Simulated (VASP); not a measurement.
# EuRe3 (Pm-3m) in VASP: notebook, part 2 of 2

VASP 6.6.1. The steps go on from the part before.

## 4. Single point, PBEsol, collinear spin, ferromagnetic start (17.12 Å³/atom)

This run uses another cell than the first one, of 17.12 Å³/atom.

Contents of INCAR:

```
  ALGO = Normal
  EDIFF = 1E-7
  ENCUT = 520
  GGA = PS
  ISIF = 2
  ISMEAR = 0
  ISPIN = 2
  LASPH = True
  LCHARG = False
  LMAXMIX = 6
  LORBIT = 11
  LREAL = False
  LWAVE = False
  MAGMOM = 6.77 0 0 0
  NBANDS = 31
  NELM = 150
  PREC = Accurate
  SIGMA = 0.05
```

Contents of KPOINTS:

```
k-points
0
Gamma
  8 8 8
```

Contents of POSCAR:

```
EuRe3
1.0
    4.0909921036      0.0000000000      0.0000000000
    0.0000000000      4.0909921036      0.0000000000
    0.0000000000      0.0000000000      4.0909921036
Eu Re
1 3
Direct
    0.0000000000      0.0000000000      0.0000000000
    0.0000000000      0.5000000000      0.5000000000
    0.5000000000      0.5000000000      0.0000000000
    0.5000000000      0.0000000000      0.5000000000
```

Potentials or basis: VASP PAW PBE potentials, release 64 (Eu, Re).

The run is started by

```
cat potpaw_PBE.64/Eu/POTCAR potpaw_PBE.64/Re/POTCAR > POTCAR
mpirun -np 1 vasp_std > vasp.out
```

OUTCAR:

```text
EDIFF = 1E-7
   ENCUT = 520
   GGA = PS
   ISIF = 2
   ISMEAR = 0
   ISPIN = 2
   LASPH = True
   LORBIT = 11
   LREAL = False
   NELM = 150
   PREC = Accurate

 ion  position               nearest neighbor table
   1  0.000  0.000  0.000-   2 2.89   3 2.89   4 2.89   2 2.89   4 2.89   2 2.89   3 2.89   2 2.89
                             3 2.89   4 2.89   4 2.89   3 2.89
   2  0.000  0.500  0.500-   1 2.89   3 2.89   4 2.89   1 2.89   3 2.89   1 2.89   4 2.89   1 2.89
                             3 2.89   4 2.89   3 2.89   4 2.89
   3  0.500  0.500  0.000-   1 2.89   2 2.89   4 2.89   2 2.89   4 2.89   1 2.89   4 2.89   4 2.89
                             1 2.89   2 2.89   2 2.89   1 2.89
   4  0.500  0.000  0.500-   1 2.89   2 2.89   3 2.89   1 2.89   3 2.89   2 2.89   3 2.89   3 2.89
                             1 2.89   2 2.89   1 2.89   2 2.89

  LATTYP: Found a simple cubic cell.
 ALAT       =     4.0909921036

  Lattice vectors:

 A1 = (   4.0909921036,   0.0000000000,   0.0000000000)
 A2 = (   0.0000000000,   4.0909921036,   0.0000000000)
 A3 = (   0.0000000000,   0.0000000000,   4.0909921036)

[... 1846 lines left out ...]
  -------------------------------------------------------------------------------------
  Total       -4.7122638     -4.7122638     -4.7122638     -0.0000000     -0.0000000      0.0000000
  in kB     -110.2692080   -110.2692080   -110.2692080     -0.0000000     -0.0000000      0.0000000
  external PRESSURE =    -110.2692080 kB  Pullay stress =       0.0000000 kB

 VOLUME and BASIS-vectors are now :
 -----------------------------------------------------------------------------
  energy-cutoff  :      520.00
  volume of cell :       68.47
      direct lattice vectors                 reciprocal lattice vectors
     4.090992104  0.000000000  0.000000000     0.244439484  0.000000000  0.000000000
     0.000000000  4.090992104  0.000000000     0.000000000  0.244439484  0.000000000
     0.000000000  0.000000000  4.090992104     0.000000000  0.000000000  0.244439484

 POSITION                                       TOTAL-FORCE (eV/Angst)
 -----------------------------------------------------------------------------------
      0.00000      0.00000      0.00000         0.000000      0.000000      0.000000
      0.00000      2.04550      2.04550         0.000000      0.000000      0.000000
      2.04550      2.04550      0.00000         0.000000      0.000000      0.000000
      2.04550      0.00000      2.04550         0.000000      0.000000      0.000000
 -----------------------------------------------------------------------------------
    total drift:                                0.000000      0.000000     -0.000000

  FREE ENERGIE OF THE ION-ELECTRON SYSTEM (eV)
  ---------------------------------------------------
  free  energy   TOTEN  =       -43.2944764151 eV

  energy  without entropy=      -43.2774753033  energy(sigma->0) =      -43.28597586

 total charge

# of ion       s       p       d       f       tot
--------------------------------------------------
    1        2.091   5.657   0.993   6.191  14.931
    2        0.617   0.446   4.787   0.000   5.850
    3        0.617   0.446   4.787   0.000   5.850
    4        0.617   0.446   4.787   0.000   5.850
--------------------------------------------------
tot          3.943   6.994  15.353   6.191  32.482

 magnetization (x)

# of ion       s       p       d       f       tot
--------------------------------------------------
    1       -0.003   0.010   0.012  -0.368  -0.349
    2        0.002  -0.007   0.273   0.000   0.268
    3        0.002  -0.007   0.273   0.000   0.268
    4        0.002  -0.007   0.273   0.000   0.268
--------------------------------------------------
tot          0.003  -0.012   0.832  -0.368   0.454
```

OSZICAR:

```text
N       E                     dE             d eps       ncg     rms          rms(c)
DAV:   1     0.358436032105E+03    0.35844E+03   -0.12103E+04  6512   0.488E+03
DAV:   2     0.451764218383E+02   -0.31326E+03   -0.27406E+03  8076   0.102E+03
DAV:   3    -0.373916197504E+02   -0.82568E+02   -0.73145E+02  8617   0.327E+02
DAV:   4    -0.470263948086E+02   -0.96348E+01   -0.88275E+01  8680   0.785E+01
[... 12 lines left out ...]
DAV: 141    -0.432944769971E+02   -0.21523E-05   -0.10502E-05  8358   0.553E-02    0.418E-02
DAV: 142    -0.432944768865E+02    0.11061E-06   -0.40678E-06  7147   0.433E-02    0.346E-02
DAV: 143    -0.432944769771E+02   -0.90643E-07   -0.25340E-06  6651   0.339E-02    0.243E-02
DAV: 144    -0.432944763583E+02    0.61883E-06   -0.99971E-07  4440   0.224E-02    0.235E-02
DAV: 145    -0.432944764151E+02   -0.56862E-07   -0.45760E-07  4499   0.175E-02
   1 F= -.43294476E+02 E0= -.43285976E+02  d E =-.170011E-01  mag=     0.4732
```

It took 13 min on 1 thread of Intel Xeon 6975P-C (Granite Rapids), shared host; peak memory 0.29 GiB.

What came out:

```
Free energy                                           : -43.2945 eV
Pressure                                              : -11.0 GPa
Net moment                                            : 0.47 μB per cell
Site moments                                          : Eu -0.35; Re +0.27 μB
Valence electrons inside the program's atomic spheres : Eu 14.93; Re 5.85
```

Caveat: the cell stands under tension; the PAW data sets were made with another functional, which shifts forces and pressure a little; spin-orbit coupling is left out, which moves the levels of the heavy elements; semilocal functionals describe open f shells poorly, which spoils levels, moments and volumes.

## 5. Single point, PBEsol, collinear spin, ferromagnetic start (17.45 Å³/atom)

This run uses another cell than the first one, of 17.45 Å³/atom.

Contents of INCAR:

```
SYSTEM = EuRe3
  PREC = Accurate
  ENCUT = 520
  EDIFF = 1E-6
  ISMEAR = 0
  SIGMA = 0.05
  LREAL = .False.
  LASPH = .True.
  NELM = 150
  ALGO = Normal
  ISIF = 2
  LWAVE = .False.
  LCHARG = .True.
  ISPIN = 2
  MAGMOM = 6.79 0 0 0
  LORBIT = 11
  LMAXMIX = 6
  GGA = PS
  LELF = .True.
  LVHAR = .True.
  NBANDS = 31
```

Contents of KPOINTS:

```
regular mesh
0
Gamma
  8 8 8
  0 0 0
```

Contents of POSCAR:

```
EuRe3
1.0
    4.1175577317      0.0000000000      0.0000000000
    0.0000000000      4.1175577317      0.0000000000
    0.0000000000      0.0000000000      4.1175577317
Eu Re
1 3
Direct
    0.0000000000      0.0000000000      0.0000000000
    0.0000000000      0.5000000000      0.5000000000
    0.5000000000      0.5000000000      0.0000000000
    0.5000000000      0.0000000000      0.5000000000
```

Potentials or basis: VASP PAW PBE potentials, release 64 (Eu, Re).

The run is started by

```
cat potpaw_PBE.64/Eu/POTCAR potpaw_PBE.64/Re/POTCAR > POTCAR
mpirun -np 1 vasp_std > vasp.out
```

OUTCAR:

```text
SYSTEM = EuRe3
   PREC = Accurate
   ENCUT = 520
   EDIFF = 1E-6
   ISMEAR = 0
   LREAL = .False.
   LASPH = .True.
   NELM = 150
   ISIF = 2
   ISPIN = 2
   LORBIT = 11
   GGA = PS

 ion  position               nearest neighbor table
   1  0.000  0.000  0.000-   2 2.91   3 2.91   4 2.91   2 2.91   4 2.91   2 2.91   3 2.91   2 2.91
                             3 2.91   4 2.91   4 2.91   3 2.91
   2  0.000  0.500  0.500-   1 2.91   3 2.91   4 2.91   1 2.91   3 2.91   1 2.91   4 2.91   1 2.91
                             3 2.91   4 2.91   3 2.91   4 2.91
   3  0.500  0.500  0.000-   1 2.91   2 2.91   4 2.91   2 2.91   4 2.91   1 2.91   4 2.91   4 2.91
                             1 2.91   2 2.91   2 2.91   1 2.91
   4  0.500  0.000  0.500-   1 2.91   2 2.91   3 2.91   1 2.91   3 2.91   2 2.91   3 2.91   3 2.91
                             1 2.91   2 2.91   1 2.91   2 2.91

  LATTYP: Found a simple cubic cell.
 ALAT       =     4.1175577317

  Lattice vectors:

 A1 = (   4.1175577317,   0.0000000000,   0.0000000000)
 A2 = (   0.0000000000,   4.1175577317,   0.0000000000)
 A3 = (   0.0000000000,   0.0000000000,   4.1175577317)

Analysis of symmetry for initial positions (statically):
=====================================================================
 Subroutine PRICEL returns:
 Original cell was already a primitive cell.

 Routine SETGRP: Setting up the symmetry group for a
 simple cubic supercell.

 Subroutine GETGRP returns: Found 48 space group operations
 (whereof 48 operations were pure point group operations)
 out of a pool of 48 trial point group operations.

The static configuration has the point symmetry O_h .

Analysis of symmetry for dynamics (positions and initial velocities):
=====================================================================
 Subroutine PRICEL returns:
 Original cell was already a primitive cell.

 Routine SETGRP: Setting up the symmetry group for a
 simple cubic supercell.

 Subroutine GETGRP returns: Found 48 space group operations
 (whereof 48 operations were pure point group operations)
 out of a pool of 48 trial point group operations.

[... 166 lines left out ...]

  energy without entropy =      -47.71906256  energy(sigma->0) =      -47.72376311

 E-fermi :   5.8544     XC(G=0): -13.0025

 val. band max:        5.8530049177   @ k =   0.5000   0.3750   0.3750
 cond. band min:       5.8569416715   @ k =   0.5000   0.3750   0.2500
 fundamental gap:      0.0039367538
 Fermi energy:         5.8544403243

 spin component 1

 k-point     1 :       0.0000    0.0000    0.0000
  band No.  band energies     occupation
      1     -31.8724      1.00000
      2     -11.3830      1.00000
      3     -11.3830      1.00000
      4     -11.3830      1.00000
      5      -1.9534      1.00000
      6       0.9134      1.00000
[... 805 lines left out ...]
     30      10.8251      0.00000
     31      11.2456      0.00000

 [... further k-points ...]

 spin component 2

 k-point     1 :       0.0000    0.0000    0.0000
  band No.  band energies     occupation
      1     -34.6440      1.00000
      2     -13.3503      1.00000
      3     -13.3503      1.00000
      4     -13.3503      1.00000
      5      -2.0371      1.00000
      6       0.8305      1.00000
[... 805 lines left out ...]
     30      10.5947      0.00000
     31      10.6609      0.00000

 [... further k-points ...]
[... 5 lines left out ...]
  --------------------------------------------------------------------------------------
  -------------------------------------------------------------------------------------
  Total       -3.3398049     -3.3398049     -3.3398049      0.0000000     -0.0000000      0.0000000
  in kB      -76.6500757    -76.6500757    -76.6500757      0.0000000     -0.0000000      0.0000000
  external PRESSURE =     -76.6500757 kB  Pullay stress =       0.0000000 kB

 VOLUME and BASIS-vectors are now :
 -----------------------------------------------------------------------------
  energy-cutoff  :      520.00
  volume of cell :       69.81
      direct lattice vectors                 reciprocal lattice vectors
     4.117557732  0.000000000  0.000000000     0.242862411  0.000000000  0.000000000
     0.000000000  4.117557732  0.000000000     0.000000000  0.242862411  0.000000000
     0.000000000  0.000000000  4.117557732     0.000000000  0.000000000  0.242862411

 POSITION                                       TOTAL-FORCE (eV/Angst)
 -----------------------------------------------------------------------------------
      0.00000      0.00000      0.00000         0.000000      0.000000      0.000000
      0.00000      2.05878      2.05878         0.000000      0.000000      0.000000
      2.05878      2.05878      0.00000         0.000000      0.000000      0.000000
      2.05878      0.00000      2.05878         0.000000      0.000000      0.000000
 -----------------------------------------------------------------------------------
    total drift:                                0.000000      0.000000     -0.000000

  FREE ENERGIE OF THE ION-ELECTRON SYSTEM (eV)
  ---------------------------------------------------
  free  energy   TOTEN  =       -47.7284636698 eV

  energy  without entropy=      -47.7190625565  energy(sigma->0) =      -47.72376311

 total charge

# of ion       s       p       d       f       tot
--------------------------------------------------
    1        2.095   5.720   0.923   6.270  15.008
    2        0.610   0.432   4.760   0.000   5.802
    3        0.610   0.432   4.760   0.000   5.802
    4        0.610   0.432   4.760   0.000   5.802
--------------------------------------------------
tot          3.925   7.017  15.203   6.270  32.414

 magnetization (x)

# of ion       s       p       d       f       tot
--------------------------------------------------
    1       -0.001   0.079  -0.108  -6.103  -6.133
    2        0.007  -0.010   0.113   0.000   0.110
    3        0.007  -0.010   0.113   0.000   0.110
    4        0.007  -0.010   0.113   0.000   0.110
--------------------------------------------------
tot          0.019   0.049   0.232  -6.103  -5.804
```

OSZICAR:

```text
N       E                     dE             d eps       ncg     rms          rms(c)
DAV:   1     0.336054579907E+03    0.33605E+03   -0.12611E+04  6643   0.485E+03
DAV:   2     0.420191934827E+02   -0.29404E+03   -0.25757E+03  8147   0.954E+02
[... 12 lines left out ...]
DAV:  72    -0.477287526922E+02   -0.15659E-04   -0.52932E-05  8642   0.951E-02    0.845E-01
DAV:  73    -0.477285518588E+02    0.20083E-03   -0.10502E-04  7705   0.380E-01    0.640E-01
DAV:  74    -0.477285250125E+02    0.26846E-04   -0.13280E-05  6286   0.843E-02    0.546E-01
DAV:  75    -0.477284960160E+02    0.28997E-04   -0.14555E-05  6584   0.105E-01    0.336E-01
DAV:  76    -0.477284632191E+02    0.32797E-04   -0.10861E-04  7688   0.377E-01    0.168E-01
DAV:  77    -0.477284632532E+02   -0.34061E-07   -0.22291E-05  7483   0.115E-01    0.199E-01
DAV:  78    -0.477284636698E+02   -0.41656E-06   -0.52895E-06  5956   0.238E-02
   1 F= -.47728464E+02 E0= -.47723763E+02  d E =-.940111E-02  mag=    -6.0068
```

stdout:

```text
POSCAR found type information on POSCAR EuRe
 POSCAR found :  2 types and       4 ions
 scaLAPACK will be used
 -----------------------------------------------------------------------------
|                                                                             |
|                                                                             |
|     You enforced a specific xc type in the INCAR file but a different       |
|     I HOPE YOU KNOW WHAT YOU ARE DOING!                                     |
|                                                                             |
 -----------------------------------------------------------------------------

 LDA part: xc-table for (Slater+PW92), standard interpolation
 POSCAR, INCAR and KPOINTS ok, starting setup
 FFT: planning ... GRIDC
 FFT: planning ... GRID_SOFT
 FFT: planning ... GRID
 WAVECAR not read
 entering main loop
```

Run time: 5.8 min. Hardware: 1 thread of Intel Xeon 6975P-C (Granite Rapids), shared host; peak memory 0.3 GiB.

What came out:

```
Free energy                                           : -47.7285 eV
Pressure                                              : -7.7 GPa
Band gap on the k mesh                                : zero (filled and empty bands overlap)
Net moment                                            : -6.01 μB per cell
Site moments                                          : Eu -6.13; Re +0.11 μB
Valence electrons inside the program's atomic spheres : Eu 15.01; Re 5.80
```

Caveat: the cell stands under tension; the PAW data sets were made with another functional, which shifts forces and pressure a little; spin-orbit coupling is left out, which moves the levels of the heavy elements; semilocal functionals describe open f shells poorly, which spoils levels, moments and volumes. The state reached can hang on the start; a lower one may exist.

## 6. Summary

```tsv
cell	gap on the mesh (eV)	pressure (GPa)	moment (μB)
a = 4.037 Å, 4 atoms	none	5.1	5.97
a = 4.060 Å, 4 atoms	none	1.1	5.97
a = 4.091 Å, 4 atoms	none	-11.0	0.47
a = 4.118 Å, 4 atoms	none	-7.7	6.01
```

Alike in all rows: task single point; level PBEsol; potentials or basis VASP PAW PBE potentials, release 64 (Eu, Re); spin collinear, ferromagnetic start; k mesh 8 × 8 × 8; cutoff (eV) 520; smearing gaussian 0.05 eV.

Caveats: the PAW data sets were made with another functional, which shifts forces and pressure a little; spin-orbit coupling is left out, which moves the levels of the heavy elements; semilocal functionals describe open f shells poorly, which spoils levels, moments and volumes; the cell stands under tension (at least some runs); the cell stands under pressure (at least some runs).

Total energies depend on the potentials used, so only differences within one code and one set of settings carry meaning.

The gap in the log of VASP goes by the Fermi energy; the results here count the filled bands.